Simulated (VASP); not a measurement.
C:

```
CELL_PARAMETERS angstrom
0.00000 1.74696 1.74696
1.74696 0.00000 1.74696
1.74696 1.74696 0.00000
ATOMIC_POSITIONS crystal
C 0.75000 0.75000 0.75000
C 0.50000 0.50000 0.50000
```

Base run:

- Program: VASP 6.6.1
- Functional: r2SCAN
- Dispersion: D4
- Potentials or basis: VASP PAW PBE potentials, release 64 (C)
- Cutoff: 520 eV
- k mesh: 13 × 13 × 13
- Occupations: fermi-dirac, width 0.05 eV
- Spin: no spin polarisation

Its results: band gap on the k mesh 4.48 eV, indirect (least direct gap 6.01 eV); pressure 27.2 GPa.

Q: After a change of settings the same cell gave: band gap on the k mesh 4.15 eV, indirect (least direct gap 5.71 eV); pressure 23.2 GPa. Which change was it?
A. dispersion from D4 to none
B. functional from r2SCAN to PBEsol
C. functional from r2SCAN to BLYP
D. functional from r2SCAN to BLYP; dispersion from D4 to none

A: B.

r2SCAN gives the wider gap, since meta-GGAs in the generalised Kohn-Sham scheme recover part of the derivative discontinuity.

Caveats: the PAW data sets were made with another functional, which shifts forces and pressure a little.
